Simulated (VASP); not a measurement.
# Pt (Cmcm) in VASP: a series of runs

Runs on Pt. Level: PBE. Tasks: single point.

Program: VASP 6.6.1. These are calculated values, not measurements. Logs are shortened: lines on timing, memory, paths and dates and some standing lists are left out, and cuts for length are marked.

### Step 1. The cell of the first run

Symmetry: Cmcm, No. 63, orthorhombic system. The conventional cell has a = 2.896 Å, b = 4.539 Å, c = 4.781 Å, α = 90.00°, β = 90.00°, γ = 90.00°. Within 3.5 Å of Pt (site symmetry m2m) lie 12 Pt at 2.69 to 2.90 Å.

### Step 2. Single point, PBE (normal strain along x +0.0500, normal strain along y -0.0500)

Contents of INCAR:

```
SYSTEM = Pt
PREC = Accurate
ENCUT = 520
EDIFF = 1E-6
ISMEAR = 0
SIGMA = 0.15
LREAL = .False.
LASPH = .True.
NELM = 60
ALGO = Fast
ISIF = 2
LWAVE = .False.
LCHARG = .True.
GGA = PE
LELF = .True.
LVHAR = .True.
NBANDS = 17
```

Contents of KPOINTS:

```
Automatic mesh
0
Gamma
  18 18 10
  0 0 0
```

Contents of POSCAR:

```
Pt
1.0
    2.8964665954      0.0000000000      0.0000000000
   -1.4482332977      2.2695171145      0.0000000000
    0.0000000000      0.0000000000      4.7813829983
Pt
2
Direct
    0.6666666667      0.3333333333      0.7500000000
    0.3333333333      0.6666666667      0.2500000000
```

Potentials or basis: VASP PAW PBE potentials, release 64 (Pt).

The run is started by

```console
$ cat potpaw_PBE.64/Pt/POTCAR > POTCAR
$ mpirun -np 1 vasp_std > vasp.out
```

OUTCAR:

```text
SYSTEM = Pt
   PREC = Accurate
   ENCUT = 520
   EDIFF = 1E-6
   ISMEAR = 0
   LREAL = .False.
   LASPH = .True.
   NELM = 60
   ISIF = 2
   GGA = PE

 ion  position               nearest neighbor table
   1  0.667  0.333  0.750-   2 2.83   2 2.83   2 2.90   2 2.90   2 2.90   2 2.90
   2  0.333  0.667  0.250-   1 2.83   1 2.83   1 2.90   1 2.90   1 2.90   1 2.90

  Warning from LATTYP: Monoclinic adjustment (A1->A3, A2->A1, A3->A2)!
  LATTYP: Found a base centered orthorhombic cell.
 ALAT       =     2.8964665954
 B/A-ratio  =     1.5670935878
 C/A-ratio  =     1.6507640744

  Lattice vectors:

 A1 = (   1.4482332977,  -2.2695171145,   0.0000000000)
 A2 = (   1.4482332977,   2.2695171145,   0.0000000000)
 A3 = (   0.0000000000,   0.0000000000,   4.7813829983)

Analysis of symmetry for initial positions (statically):
=====================================================================
 Subroutine PRICEL returns:
 Original cell was already a primitive cell.

 Routine SETGRP: Setting up the symmetry group for a
 base centered orthorhombic supercell.

 Subroutine GETGRP returns: Found  8 space group operations
 (whereof  4 operations were pure point group operations)
 out of a pool of  8 trial point group operations.

The static configuration has the point symmetry C_2h.
 The point group associated with its full space group is D_2h.

Analysis of symmetry for dynamics (positions and initial velocities):
=====================================================================
 Subroutine PRICEL returns:
 Original cell was already a primitive cell.

 Routine SETGRP: Setting up the symmetry group for a
 base centered orthorhombic supercell.

 Subroutine GETGRP returns: Found  8 space group operations
 (whereof  4 operations were pure point group operations)
 out of a pool of  8 trial point group operations.

The dynamic configuration has the point symmetry C_2h.
 The point group associated with its full space group is D_2h.

 Subroutine INISYM returns: Found  8 space group operations
 (whereof  4 operations are pure point group operations),
 and found     1 'primitive' translations

----------------------------------------------------------------------------------------

                                     Primitive cell

  volume of cell :      31.4308

  direct lattice vectors                    reciprocal lattice vectors
     2.896466595  0.000000000  0.000000000     0.345248242  0.220311183  0.000000000
    -1.448233298  2.269517115  0.000000000     0.000000000  0.440622366  0.000000000
     0.000000000  0.000000000  4.781382998     0.000000000  0.000000000  0.209144509

  length of vectors
     2.896466595  2.692227260  4.781382998     0.409552641  0.440622366  0.209144509

  position of ions in fractional coordinates (direct lattice)
     0.666666667  0.333333333  0.750000000
     0.333333333  0.666666667  0.250000000

  ion indices of the primitive-cell ions
   primitive index   ion index
                 1           1
                 2           2

----------------------------------------------------------------------------------------

 KPOINTS: Automatic mesh

Automatic generation of k-mesh.
 Grid dimensions read from file:
 generate k-points for:   18   18   10

 Generating k-lattice:

  Cartesian coordinates                     Fractional coordinates (reciprocal lattice)
     0.019180458  0.012239510  0.000000000     0.055555556  0.000000000  0.000000000
     0.000000000  0.024479020  0.000000000     0.000000000  0.055555556  0.000000000
     0.000000000  0.000000000  0.020914451     0.000000000  0.000000000  0.100000000

  Length of vectors
     0.022752925  0.024479020  0.020914451

  Shift w.r.t. Gamma in fractional coordinates (k-lattice)
     0.000000000  0.000000000  0.000000000

 Subroutine IBZKPT returns following result:
 ===========================================

 Found    546 irreducible k-points:

 Following reciprocal coordinates:
            Coordinates               Weight
  0.000000  0.000000  0.000000      1.000000
  0.055556  0.000000  0.000000      4.000000
  0.111111  0.000000  0.000000      4.000000
  0.166667 -0.000000  0.000000      4.000000
  0.222222 -0.000000  0.000000      4.000000
  0.277778 -0.000000  0.000000      4.000000
[... 16 lines left out ...]
 -0.333333  0.055556  0.000000      4.000000
 -0.277778  0.055556  0.000000      4.000000
 [... further k-points ...]
   k-points           NKPTS =    546   k-points in BZ     NKDIM =    546   number of bands    NBANDS=     17
   number of dos      NEDOS =    301   number of ions     NIONS =      2
   total plane-waves  NPLWV =  17280
   dimension x,y,z NGX =    24 NGY =   20 NGZ =   36
   dimension x,y,z NGXF=    48 NGYF=   40 NGZF=   72
   ions per type =               2
   NGX,Y,Z   is equivalent  to a cutoff of  13.78, 12.35, 12.52 a.u.
   NGXF,Y,Z  is equivalent  to a cutoff of  27.55, 24.70, 25.03 a.u.
 SYSTEM =  Pt
   PREC   = accura    normal or accurate (medium, high low for compatibility)
   ISTART =      0    job   : 0-new  1-cont  2-samecut
   ICHARG =      2    charge: 1-file 2-atom 10-const
   ISPIN  =      1    spin polarized calculation?
   LNONCOLLINEAR =      F non collinear calculations
   LSORBIT =      F    spin-orbit coupling
   LASPH  =      T    aspherical Exc in radial PAW
   ENCUT  =  520.0 eV  38.22 Ry    6.18 a.u.   5.39  5.01  8.89*2*pi/ulx,y,z
   NELM   =     60;   NELMIN=  2; NELMDL= -5     # of ELM steps
   EDIFF  = 0.1E-05   stopping-criterion for ELM
   LREAL  =      F    real-space projection
   EDIFFG = 0.1E-04   stopping-criterion for IOM
   NSW    =      0    number of steps for IOM
   IBRION =     -1    ionic relax: 0-MD 1-quasi-New 2-CG
   NFREE  =      0    steps in history (QN), initial steepest desc. (CG)
   ISIF   =      2    stress and relaxation
   ISYM   =      2    0-nonsym 1-usesym 2-fastsym
   POTIM  = 0.5000    time-step for ionic-motion
   TEBEG  =    0.0;   TEEND  =   0.0 temperature during run
   PSTRESS=    0.0 pullay stress
   NELECT =      20.0000    total number of electrons
   NUPDOWN=      -1.0000    fix difference up-down
   EMIN   =  10.00;   EMAX   =-10.00  energy-range for DOS
   EFERMI =   0.00;   METHOD = LEGACY
   ISMEAR =     0;   SIGMA  =   0.15  broadening in eV -4-tet -1-fermi 0-gaus
   EFERMI_NEDOS =   21; number of points for ismear=-14 and -15
   IALGO  =     68    algorithm
   IMIX   =      4    mixing-type and parameters
     AMIX     =   0.40;   BMIX     =  1.00
     AMIX_MAG =   1.60;   BMIX_MAG =  1.00
  volume/ion in A,a.u.               =      15.72       106.05
  Fermi-wavevector in a.u.,A,eV,Ry     =   1.408098  2.660920 26.976829  1.982741
  Thomas-Fermi vector in A             =   2.530291
   LORBIT       =      0    0 simple, 1 ext, 2 COOP (PROOUT), +10 PAW based schemes
   GGA     = PE    functional components
   LHFCALC =     F    Hartree Fock is set to
   AEXX    =    0.0000 exact exchange contribution
   IVDW    =     0    specifies the selected vdW correction
   LEPSILON=     F    determine dielectric tensor
   LRPA    =     F    only Hartree local field effects (RPA)
 non-spin polarized calculation
 RMM-DIIS sequential band-by-band and
 Gauss-broadening in eV      SIGMA  =   0.15
  energy-cutoff  :      520.00
  volume of cell :       31.43
 maximum number of plane-waves:       870
 NGX is ok and might be reduce to    24
   NGX = 11   NGY = 11   NGZ = 17

 number of electron      20.0000001 magnetization

 Free energy of the ion-electron system (eV)
  ---------------------------------------------------
  ext. energy  EPLUGINS =         0.00000000
  ---------------------------------------------------
  free energy    TOTEN  =       -12.01261713 eV

  energy without entropy =      -11.96938405  energy(sigma->0) =      -11.99100059

 E-fermi :  10.4383     XC(G=0): -13.2324

 val. band max:       10.4380160622   @ k =   0.2222  -0.0000   0.1000
 cond. band min:      10.4383121976   @ k =   0.5000   0.1111   0.2000
 fundamental gap:      0.0002961354
 Fermi energy:        10.4382854704

 k-point     1 :       0.0000    0.0000    0.0000
  band No.  band energies     occupation
      1       0.7271      2.00000
      2       3.3667      2.00000
      3       6.1889      2.00000
      4       6.4656      2.00000
      5       6.6041      2.00000
      6       7.9499      2.00000
[... 9 lines left out ...]
     16      27.7685      0.00000
     17      30.5059      0.00000

 k-point     2 :       0.0556    0.0000    0.0000
  band No.  band energies     occupation
      1       0.8340      2.00000
      2       3.4637      2.00000
      3       6.1449      2.00000
      4       6.5398      2.00000
      5       6.6254      2.00000
      6       7.9770      2.00000
[... 9 lines left out ...]
     16      27.8543      0.00000
     17      29.9796      0.00000

 k-point     3 :       0.1111    0.0000    0.0000
  band No.  band energies     occupation
      1       1.1465      2.00000
      2       3.7335      2.00000
      3       6.0640      2.00000
      4       6.5490      2.00000
      5       6.8400      2.00000
      6       7.8901      2.00000
[... 9 lines left out ...]
     16      27.8090      0.00000
     17      29.7070      0.00000

 k-point     4 :       0.1667   -0.0000    0.0000
  band No.  band energies     occupation
      1       1.6374      2.00000
      2       4.0970      2.00000
      3       6.0104      2.00000
      4       6.4821      2.00000
      5       7.1287      2.00000
      6       7.2190      2.00000
[... 9 lines left out ...]
     16      27.7893      0.00000
     17      28.8126      0.00000

 k-point     5 :       0.2222   -0.0000    0.0000
  band No.  band energies     occupation
      1       2.2536      2.00000
      2       4.3808      2.00000
      3       6.1149      2.00000
      4       6.3956      2.00000
      5       6.4350      2.00000
      6       7.7452      2.00000
[... 9 lines left out ...]
     16      27.3952      0.00000
     17      28.6207      0.00000

 k-point     6 :       0.2778   -0.0000    0.0000
  band No.  band energies     occupation
      1       2.9025      2.00000
      2       4.4295      2.00000
      3       5.8478      2.00000
      4       6.3303      2.00000
      5       6.5193      2.00000
      6       7.5752      2.00000
[... 9 lines left out ...]
     16      26.1814      0.00000
     17      27.6700      0.00000

 k-point     7 :       0.3333   -0.0000    0.0000
  band No.  band energies     occupation
      1       3.4501      2.00000
      2       4.3194      2.00000
      3       5.3805      2.00000
      4       6.4569      2.00000
      5       7.0077      2.00000
      6       7.2930      2.00000
[... 9 lines left out ...]
     16      25.2883      0.00000
     17      25.7755      0.00000

 k-point     8 :       0.3889   -0.0000    0.0000
  band No.  band energies     occupation
      1       3.7887      2.00000
      2       4.1794      2.00000
      3       5.0412      2.00000
      4       6.7532      2.00000
      5       7.0744      2.00000
      6       7.4384      2.00000
[... 9 lines left out ...]
     16      24.4920      0.00000
     17      24.4971      0.00000
[... 203 lines left out ...]
      1       4.0754      2.00000
      2       4.1375      2.00000
      3       4.7950      2.00000
      4       6.8627      2.00000
      5       7.2322      2.00000
      6       7.6168      2.00000
[... 9 lines left out ...]
     16      23.3350      0.00000
     17      23.7406      0.00000

 k-point    20 :       0.5000    0.0556    0.0000
  band No.  band energies     occupation
      1       4.0434      2.00000
      2       4.1504      2.00000
      3       4.8128      2.00000
      4       6.9210      2.00000
      5       7.2221      2.00000
      6       7.6581      2.00000
[... 9 lines left out ...]
     16      23.3670      0.00000
     17      23.8195      0.00000

 k-point    21 :      -0.4444    0.0556    0.0000
  band No.  band energies     occupation
      1       3.9473      2.00000
      2       4.2161      2.00000
      3       4.9647      2.00000
      4       6.9346      2.00000
      5       7.0665      2.00000
      6       7.5213      2.00000
[... 9 lines left out ...]
     16      23.9676      0.00000
     17      24.3499      0.00000

 k-point    22 :      -0.3889    0.0556    0.0000
  band No.  band energies     occupation
      1       3.6996      2.00000
      2       4.3365      2.00000
      3       5.2472      2.00000
      4       6.5834      2.00000
      5       7.1549      2.00000
      6       7.2857      2.00000
[... 9 lines left out ...]
     16      25.0984      0.00000
     17      25.2084      0.00000

 k-point    23 :      -0.3333    0.0556    0.0000
  band No.  band energies     occupation
      1       3.2353      2.00000
      2       4.4694      2.00000
      3       5.6545      2.00000
      4       6.3307      2.00000
      5       6.6654      2.00000
      6       7.5490      2.00000
[... 9 lines left out ...]
     16      25.9332      0.00000
     17      26.9214      0.00000

 k-point    24 :      -0.2778    0.0556    0.0000
  band No.  band energies     occupation
      1       2.6111      2.00000
      2       4.5129      2.00000
      3       6.0590      2.00000
      4       6.1778      2.00000
      5       6.3917      2.00000
      6       7.7958      2.00000
[... 9 lines left out ...]
     16      26.8086      0.00000
     17      28.5318      0.00000

 [... further k-points ...]

------------------------ aborting loop because EDIFF is reached ----------------------------------------

  FORCE on cell =-STRESS in cart. coord.  units (eV):
  Direction    XX          YY          ZZ          XY          YZ          ZX
  --------------------------------------------------------------------------------------
  -------------------------------------------------------------------------------------
  Total       -0.6546711      2.3954885     -0.4570118      0.0000000      0.0000000      0.0000000
  in kB      -33.3716943    122.1094171    -23.2960620      0.0000000      0.0000000      0.0000000
  external PRESSURE =      21.8138869 kB  Pullay stress =       0.0000000 kB

 VOLUME and BASIS-vectors are now :
 -----------------------------------------------------------------------------
  energy-cutoff  :      520.00
  volume of cell :       31.43
      direct lattice vectors                 reciprocal lattice vectors
     2.896466595  0.000000000  0.000000000     0.345248242  0.220311183  0.000000000
    -1.448233298  2.269517115  0.000000000     0.000000000  0.440622366  0.000000000
     0.000000000  0.000000000  4.781382998     0.000000000  0.000000000  0.209144509

 POSITION                                       TOTAL-FORCE (eV/Angst)
 -----------------------------------------------------------------------------------
      1.44823      0.75651      3.58604         0.000000      0.075787     -0.000000
     -0.00000      1.51301      1.19535        -0.000000     -0.075787      0.000000
 -----------------------------------------------------------------------------------
    total drift:                               -0.000000      0.000000     -0.000000

  FREE ENERGIE OF THE ION-ELECTRON SYSTEM (eV)
  ---------------------------------------------------
  free  energy   TOTEN  =       -12.0126171307 eV

  energy  without entropy=      -11.9693840462  energy(sigma->0) =      -11.99100059
```

It took 4.8 min on 1 thread of Intel Xeon 8259CL, shared host; peak memory 0.34 GiB.

What came out:

```yaml
Free_energy: -12.0126 eV
Pressure: 2.2 GPa
Largest_force: 0.076 eV/Å
Band_gap_on_the_k_mesh: zero (bands 10 and 11 overlap by 1.63 eV)
```

Forces in eV/Å, atoms in the order of the input:
```
Pt   0.000  0.076  0.000
Pt   0.000 -0.076  0.000
```

Levels at points of the mesh, in eV from the Fermi level:
```csv
k point,band 7,band 8,band 9,band 10,band 11,band 12,band 13,band 14
"(0.00, 0.00, 0.00)",-2.17,-1.91,-1.66,-0.71,-0.33,-0.07,4.73,15.08
"(0.50, 0.00, 0.00)",-2.65,0.05,0.13,0.25,2.25,3.64,7.01,8.58
"(0.00, 0.50, 0.00)",-2.35,-0.19,0.63,0.82,2.71,4.47,8.26,9.50
"(0.00, 0.00, 0.50)",-2.57,-2.57,-0.92,-0.92,-0.58,-0.58,11.98,11.98
"(0.50, 0.00, 0.50)",-0.94,-0.94,0.21,0.21,1.59,1.59,6.19,6.19
"(0.00, 0.50, 0.50)",-0.68,-0.68,0.73,0.73,2.26,2.26,7.53,7.53
```

Caveat: the cell differs from its parent crystal (normal strain along x +0.0500, normal strain along y -0.0500); spin-orbit coupling is left out, which moves the levels of the heavy elements.

[end of part 1 of 2]
